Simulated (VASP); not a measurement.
# WC (P-6m2) in VASP: notebook

Runs on WC. Level: PBEsol. Tasks: electric field gradients.

All numbers are computed with VASP 6.6.1; they aren't measurements. Logs are shortened: lines on timing, memory, paths and dates and some standing lists are left out, and cuts for length are marked.

### Step 1. The cell of the first run

The structure is hexagonal, space group P-6m2 (No. 187). The conventional cell has a = 2.891 Å, b = 2.891 Å, c = 2.820 Å, α = 90.00°, β = 90.00°, γ = 120.00°. W (site symmetry -6m2) has 6 C at 2.18 Å and 8 W at 2.82 to 2.89 Å within 2.9 Å. Within 2.9 Å of C (site symmetry -6m2) lie 6 W at 2.18 Å and 8 C at 2.82 to 2.89 Å.

### Step 2. Electric field gradients, PBEsol (volume scaled by 0.99)

INCAR

```
  ALGO = Normal
  EDIFF = 1E-8
  ENCUT = 520
  GGA = PS
  ISIF = 2
  ISMEAR = -1
  LASPH = T
  LCHARG = F
  LEFG = T
  LREAL = F
  LWAVE = F
  NBANDS = 16
  NELM = 60
  PREC = Accurate
  SIGMA = 0.05
```

KPOINTS

```
k-points
0
Gamma
  14 14 13
```

POSCAR

```
WC
1.0
    2.8908006898      0.0000000000      0.0000000000
   -1.4454003449      2.5035068347      0.0000000000
    0.0000000000      0.0000000000      2.8195383909
W C
1 1
Direct
    0.0000000000      0.0000000000      0.0000000000
    0.6666666667      0.3333333333      0.5000000000
```

Potentials or basis: VASP PAW PBE potentials, release 64 (W_sv, C).

The run is started by

```console
$ cat potpaw_PBE.64/W_sv/POTCAR potpaw_PBE.64/C/POTCAR > POTCAR
$ mpirun -np 1 vasp_std > vasp.out
```

OUTCAR:

```text
EDIFF = 1E-8
   ENCUT = 520
   GGA = PS
   ISIF = 2
   ISMEAR = -1
   LASPH = T
   LREAL = F
   NELM = 60
   PREC = Accurate

 ion  position               nearest neighbor table
   1  0.000  0.000  0.000-   2 2.18   2 2.18   2 2.18   2 2.18   2 2.18   2 2.18
   2  0.667  0.333  0.500-   1 2.18   1 2.18   1 2.18   1 2.18   1 2.18   1 2.18

  LATTYP: Found a hexagonal cell.
 ALAT       =     2.8908006898
 C/A-ratio  =     0.9753485949

  Lattice vectors:

 A1 = (   2.8908006898,   0.0000000000,   0.0000000000)
 A2 = (  -1.4454003449,   2.5035068347,   0.0000000000)
 A3 = (   0.0000000000,   0.0000000000,   2.8195383909)

Analysis of symmetry for initial positions (statically):
=====================================================================
 Subroutine PRICEL returns:
 Original cell was already a primitive cell.

 Routine SETGRP: Setting up the symmetry group for a
 hexagonal supercell.

 Subroutine GETGRP returns: Found 12 space group operations
 (whereof 12 operations were pure point group operations)
 out of a pool of 24 trial point group operations.

The static configuration has the point symmetry D_3h.

Analysis of symmetry for dynamics (positions and initial velocities):
=====================================================================
 Subroutine PRICEL returns:
 Original cell was already a primitive cell.

 Routine SETGRP: Setting up the symmetry group for a
 hexagonal supercell.

 Subroutine GETGRP returns: Found 12 space group operations
 (whereof 12 operations were pure point group operations)
 out of a pool of 24 trial point group operations.

The dynamic configuration has the point symmetry D_3h.

 Subroutine INISYM returns: Found 12 space group operations
 (whereof 12 operations are pure point group operations),
 and found     1 'primitive' translations

----------------------------------------------------------------------------------------

                                     Primitive cell

  volume of cell :      20.4054

  direct lattice vectors                    reciprocal lattice vectors
     2.890800690  0.000000000  0.000000000     0.345924921  0.199719846  0.000000000
    -1.445400345  2.503506835  0.000000000     0.000000000  0.399439692  0.000000000
     0.000000000  0.000000000  2.819538391     0.000000000  0.000000000  0.354667985

  length of vectors
     2.890800690  2.890800690  2.819538391     0.399439692  0.399439692  0.354667985

  position of ions in fractional coordinates (direct lattice)
     0.000000000  0.000000000  0.000000000
     0.666666667  0.333333333  0.500000000

  ion indices of the primitive-cell ions
   primitive index   ion index
                 1           1
                 2           2

----------------------------------------------------------------------------------------

 KPOINTS: k-points

Automatic generation of k-mesh.
 Grid dimensions read from file:
 generate k-points for:   14   14   13

 Generating k-lattice:

  Cartesian coordinates                     Fractional coordinates (reciprocal lattice)
     0.024708923  0.014265703  0.000000000     0.071428571 -0.000000000  0.000000000
     0.000000000  0.028531407  0.000000000     0.000000000  0.071428571  0.000000000
     0.000000000  0.000000000  0.027282153     0.000000000  0.000000000  0.076923077

  Length of vectors
     0.028531407  0.028531407  0.027282153

  Shift w.r.t. Gamma in fractional coordinates (k-lattice)
     0.000000000  0.000000000  0.000000000

 Subroutine IBZKPT returns following result:
 ===========================================

 Found    168 irreducible k-points:

 Following reciprocal coordinates:
            Coordinates               Weight
  0.000000  0.000000  0.000000      1.000000
  0.071429  0.000000  0.000000      6.000000
  0.142857 -0.000000  0.000000      6.000000
  0.214286 -0.000000  0.000000      6.000000
  0.285714  0.000000  0.000000      6.000000
  0.357143  0.000000  0.000000      6.000000
[... 16 lines left out ...]
  0.285714  0.285714  0.000000      6.000000
  0.357143  0.285714  0.000000      6.000000
 [... further k-points ...]
   k-points           NKPTS =    168   k-points in BZ     NKDIM =    168   number of bands    NBANDS=     16
   number of dos      NEDOS =    301   number of ions     NIONS =      2
   total plane-waves  NPLWV =  13824
   dimension x,y,z NGX =    24 NGY =   24 NGZ =   24
   dimension x,y,z NGXF=    48 NGYF=   48 NGZF=   48
   ions per type =               1   1
   NGX,Y,Z   is equivalent  to a cutoff of  13.80, 13.80, 14.15 a.u.
   NGXF,Y,Z  is equivalent  to a cutoff of  27.60, 27.60, 28.30 a.u.
 SYSTEM =  unknown system
   PREC   = accura    normal or accurate (medium, high low for compatibility)
   ISTART =      0    job   : 0-new  1-cont  2-samecut
   ICHARG =      2    charge: 1-file 2-atom 10-const
   ISPIN  =      1    spin polarized calculation?
   LNONCOLLINEAR =      F non collinear calculations
   LSORBIT =      F    spin-orbit coupling
   LASPH  =      T    aspherical Exc in radial PAW
   ENCUT  =  520.0 eV  38.22 Ry    6.18 a.u.   5.37  5.37  5.24*2*pi/ulx,y,z
   NELM   =     60;   NELMIN=  2; NELMDL= -5     # of ELM steps
   EDIFF  = 0.1E-07   stopping-criterion for ELM
   LREAL  =      F    real-space projection
   EDIFFG = 0.1E-06   stopping-criterion for IOM
   NSW    =      0    number of steps for IOM
   IBRION =     -1    ionic relax: 0-MD 1-quasi-New 2-CG
   NFREE  =      0    steps in history (QN), initial steepest desc. (CG)
   ISIF   =      2    stress and relaxation
   ISYM   =      2    0-nonsym 1-usesym 2-fastsym
   POTIM  = 0.5000    time-step for ionic-motion
   TEBEG  =    0.0;   TEEND  =   0.0 temperature during run
   PSTRESS=    0.0 pullay stress
   NELECT =      18.0000    total number of electrons
   NUPDOWN=      -1.0000    fix difference up-down
   EMIN   =  10.00;   EMAX   =-10.00  energy-range for DOS
   EFERMI =   0.00;   METHOD = LEGACY
   ISMEAR =    -1;   SIGMA  =   0.05  broadening in eV -4-tet -1-fermi 0-gaus
   EFERMI_NEDOS =   21; number of points for ismear=-14 and -15
   IALGO  =     38    algorithm
   IMIX   =      4    mixing-type and parameters
     AMIX     =   0.40;   BMIX     =  1.00
     AMIX_MAG =   1.60;   BMIX_MAG =  1.00
  volume/ion in A,a.u.               =      10.20        68.85
  Fermi-wavevector in a.u.,A,eV,Ry     =   1.570064  2.966991 33.539734  2.465101
  Thomas-Fermi vector in A             =   2.671853
   LORBIT       =      0    0 simple, 1 ext, 2 COOP (PROOUT), +10 PAW based schemes
   GGA     = PS    functional components
   LHFCALC =     F    Hartree Fock is set to
   AEXX    =    0.0000 exact exchange contribution
   IVDW    =     0    specifies the selected vdW correction
   LEPSILON=     F    determine dielectric tensor
   LRPA    =     F    only Hartree local field effects (RPA)
 non-spin polarized calculation
  energy-cutoff  :      520.00
  volume of cell :       20.41
 maximum number of plane-waves:       574
 NGX is ok and might be reduce to    24
   NGX = 11   NGY = 11   NGZ = 11

 number of electron      18.0000001 magnetization

 Free energy of the ion-electron system (eV)
  ---------------------------------------------------
  ext. energy  EPLUGINS =         0.00000000
  ---------------------------------------------------
  free energy    TOTEN  =       -23.89759707 eV

  energy without entropy =      -23.89499048  energy(sigma->0) =      -23.89629378

 E-fermi :  11.1718     XC(G=0): -14.0214

 val. band max:       11.1601980805   @ k =   0.4286   0.0714   0.4615
 cond. band min:      11.2427328292   @ k =   0.1429  -0.0000   0.4615
 fundamental gap:      0.0825347487
 Fermi energy:        11.1717725190

 k-point     1 :       0.0000    0.0000    0.0000
  band No.  band energies     occupation
      1     -62.7246      2.00000
      2     -26.7109      2.00000
      3     -26.6024      2.00000
      4     -26.6024      2.00000
      5      -3.3846      2.00000
      6       6.7470      2.00000
[... 8 lines left out ...]
     15      25.6517      0.00000
     16      28.0281      0.00000

 k-point     2 :       0.0714    0.0000    0.0000
  band No.  band energies     occupation
      1     -62.7215      2.00000
      2     -26.7050      2.00000
      3     -26.6481      2.00000
      4     -26.6127      2.00000
      5      -3.2463      2.00000
      6       6.7906      2.00000
[... 8 lines left out ...]
     15      25.3519      0.00000
     16      28.3177      0.00000

 k-point     3 :       0.1429   -0.0000    0.0000
  band No.  band energies     occupation
      1     -62.7127      2.00000
      2     -26.7743      2.00000
      3     -26.6886      2.00000
      4     -26.6414      2.00000
      5      -2.8496      2.00000
      6       6.5875      2.00000
[... 8 lines left out ...]
     15      24.9838      0.00000
     16      29.1316      0.00000

 k-point     4 :       0.2143   -0.0000    0.0000
  band No.  band energies     occupation
      1     -62.7000      2.00000
      2     -26.9528      2.00000
      3     -26.6825      2.00000
      4     -26.6647      2.00000
      5      -2.2465      2.00000
      6       5.9198      2.00000
[... 8 lines left out ...]
     15      25.0255      0.00000
     16      29.6685      0.00000

 k-point     5 :       0.2857    0.0000    0.0000
  band No.  band energies     occupation
      1     -62.6859      2.00000
      2     -27.1456      2.00000
      3     -26.7278      2.00000
      4     -26.6380      2.00000
      5      -1.5186      2.00000
      6       5.2105      2.00000
[... 8 lines left out ...]
     15      25.7313      0.00000
     16      29.0435      0.00000

 k-point     6 :       0.3571    0.0000    0.0000
  band No.  band energies     occupation
      1     -62.6732      2.00000
      2     -27.3150      2.00000
      3     -26.7682      2.00000
      4     -26.6139      2.00000
      5      -0.7795      2.00000
      6       4.6157      2.00000
[... 8 lines left out ...]
     15      26.1516      0.00000
     16      27.9658      0.00000
[... 267 lines left out ...]
 k-point    21 :       0.2857    0.2143    0.0000
  band No.  band energies     occupation
      1     -62.6612      2.00000
      2     -27.3234      2.00000
      3     -26.9655      2.00000
      4     -26.5912      2.00000
      5       0.1278      2.00000
      6       4.4542      2.00000
[... 8 lines left out ...]
     15      26.7573      0.00000
     16      28.1329      0.00000

 k-point    22 :       0.3571    0.2143    0.0000
  band No.  band energies     occupation
      1     -62.6564      2.00000
      2     -27.3532      2.00000
      3     -27.0151      2.00000
      4     -26.5821      2.00000
      5       0.5354      2.00000
      6       4.3353      2.00000
[... 8 lines left out ...]
     15      26.1717      0.00000
     16      28.5230      0.00000

 k-point    23 :       0.2857    0.2857    0.0000
  band No.  band energies     occupation
      1     -62.6557      2.00000
      2     -27.3060      2.00000
      3     -27.0762      2.00000
      4     -26.5808      2.00000
      5       0.6122      2.00000
      6       4.4319      2.00000
[... 8 lines left out ...]
     15      26.8722      0.00000
     16      28.1664      0.00000

 k-point    24 :       0.3571    0.2857    0.0000
  band No.  band energies     occupation
      1     -62.6537      2.00000
      2     -27.2797      2.00000
      3     -27.1359      2.00000
      4     -26.5770      2.00000
      5       0.8003      2.00000
      6       4.4602      2.00000
[... 8 lines left out ...]
     15      26.6529      0.00000
     16      27.6514      0.00000

 [... further k-points ...]
[... 5 lines left out ...]
  --------------------------------------------------------------------------------------
  -------------------------------------------------------------------------------------
  Total        0.5609466      0.5609466      0.7182455      0.0000000      0.0000000      0.0000000
  in kB       44.0440388     44.0440388     56.3947319      0.0000000      0.0000000      0.0000000
  external PRESSURE =      48.1609365 kB  Pullay stress =       0.0000000 kB

 VOLUME and BASIS-vectors are now :
 -----------------------------------------------------------------------------
  energy-cutoff  :      520.00
  volume of cell :       20.41
      direct lattice vectors                 reciprocal lattice vectors
     2.890800690  0.000000000  0.000000000     0.345924921  0.199719846  0.000000000
    -1.445400345  2.503506835  0.000000000     0.000000000  0.399439692  0.000000000
     0.000000000  0.000000000  2.819538391     0.000000000  0.000000000  0.354667985

 POSITION                                       TOTAL-FORCE (eV/Angst)
 -----------------------------------------------------------------------------------
      0.00000      0.00000      0.00000         0.000000      0.000000      0.000000
      1.44540      0.83450      1.40977        -0.000000     -0.000000      0.000000
 -----------------------------------------------------------------------------------
    total drift:                                0.000000     -0.000000      0.000000

  FREE ENERGIE OF THE ION-ELECTRON SYSTEM (eV)
  ---------------------------------------------------
  free  energy   TOTEN  =       -23.8975970684 eV

  energy  without entropy=      -23.8949904834  energy(sigma->0) =      -23.89629378

 Electric field gradients (V/A^2)
---------------------------------------------------------------------
 ion       V_xx      V_yy      V_zz      V_xy      V_xz      V_yz
---------------------------------------------------------------------
   1      73.049    73.050  -146.099     0.000    -0.000    -0.000
   2       0.083     0.083    -0.166     0.000    -0.000    -0.000
---------------------------------------------------------------------

 Electric field gradients after diagonalization (V/A^2)
 (convention: |V_zz| > |V_xx| > |V_yy|)
----------------------------------------------------------------------
 ion       V_xx      V_yy      V_zz     asymmetry (V_yy - V_xx)/ V_zz
----------------------------------------------------------------------
   1      73.050    73.049  -146.099       0.000
   2       0.083     0.082    -0.166       0.005
----------------------------------------------------------------------

           NMR quadrupolar parameters

 Cq : quadrupolar parameter    Cq=e*Q*V_zz/h
 eta: asymmetry parameters     (V_yy - V_xx)/ V_zz
 Q  : nuclear electric quadrupole moment in mb (millibarn)
----------------------------------------------------------------------
 ion       Cq(MHz)       eta       Q (mb)
----------------------------------------------------------------------
   1      -0.353       0.000       1.000
   2      -0.000       0.005       1.000
----------------------------------------------------------------------
```

Wall time 67 s (1 thread of Intel Xeon Platinum 8259CL at 2.50GHz (Skylake/Cascade Lake), shared host); peak memory 0.18 GiB.

Results:

| Property | Result |
| --- | --- |
| Free energy | -23.8976 eV |
| Pressure | 4.8 GPa |
| Band gap on the k mesh | zero (band 9 reaches 11.94 eV, above the bottom of band 10 at 10.58 eV) |

Electric field gradients, principal values (V/Å²):
| atom | least | middle | greatest (by size) |
| --- | --- | --- | --- |
| 1 W | 73.049 | 73.050 | -146.099 |
| 2 C | 0.082 | 0.083 | -0.166 |

Caveat: without QUAD_EFG the Cq values of the log hold for a quadrupole moment of 1 mb, not for the nuclei; the PAW data sets were made with another functional, which shifts forces and pressure a little; spin-orbit coupling is left out, which moves the levels of the heavy elements.

[end of part 1 of 3]
